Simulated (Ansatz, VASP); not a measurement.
## PbS: VASP beside Ansatz

File INCAR:

```
SYSTEM = PbS
ALGO     = Normal         ! electronic algorithm
EDIFF    = 1E-6           ! SCF threshold, eV
ENCUT    = 520            ! plane-wave cutoff, eV
GGA      = PS             ! functional
ISIF     = 2              ! what is computed and relaxed
ISMEAR   = -1             ! smearing method
LASPH    = .True.         ! aspherical terms in the spheres
LCHARG   = .False.        ! write CHGCAR
LREAL    = .False.        ! projectors in reciprocal space
LWAVE    = .False.        ! write WAVECAR
NBANDS   = 17             ! bands
NELM     = 100            ! most SCF steps
PREC     = Accurate       ! precision mode
SIGMA    = 0.05           ! smearing width, eV
```

File KPOINTS:

```
k-points
0
Gamma
  12 12 12
  0 0 0
```

POSCAR

```
PbS
1.0
    0.0000000000      2.8192670396      2.8192670396
    2.8192670396      0.0000000000      2.8192670396
    2.8192670396      2.8192670396      0.0000000000
Pb S
1 1
Direct
    0.0000000000      0.0000000000      0.0000000000
    0.2500000000      0.2500000000      0.2500000000
```

Input for Ansatz:

```yaml
crystal:
  lattice:
    - [0.0, 2.8192670396, 2.8192670396]
    - [2.8192670396, 0.0, 2.8192670396]
    - [2.8192670396, 2.8192670396, 0.0]
  atoms:
    - { symbol: Pb, position: [0.0, 0.0, 0.0] }
    - { symbol: S, position: [0.25, 0.25, 0.25] }
kpoints:
  mp_grid: { grid: [12, 12, 12] }
scf:
  occupations: { method: fermi_dirac, width: 0.05 }
hamiltonian:
  xc: pbesol
  pseudopotentials: { kind: paw, core: large }
output:
  forces: true
  stress: true
  eigenvalues: true
  write_density: true
  write_potential: true
  elf: true
  volumetric_format: npy
```

Change from the starting cell: volume scaled by 0.64, PAW files, core large.

Alike in both runs: task single point; functional PBEsol; k mesh 12 × 12 × 12; occupations fermi-dirac, width 0.05 eV; no spin polarisation.

|  | VASP | Ansatz |
| --- | --- | --- |
| version | VASP 6.6.1 | Ansatz 0.2.0 |
| potentials or method | VASP PAW PBE potentials, release 64 (Pb_d, S) | PAW with other files of Ansatz's library (core large), scalar-relativistic |
| plane-wave cutoff (eV) | 520 | 420 |
| valence electrons in the cell | 20 | 20 |

|  | VASP | Ansatz | Ansatz less VASP |
| --- | --- | --- | --- |
| pressure (GPa) | 39.9 | 39.9 | +0.01 |

VASP's potentials were made for PBE, not for PBEsol. Both programs put the cell under a high pressure, so it lies far from rest at this level. The functional is the same, so the differences come from potentials, cutoffs and numerics. Ansatz's warnings: datasets by core.

Neither program's run includes spin-orbit coupling.
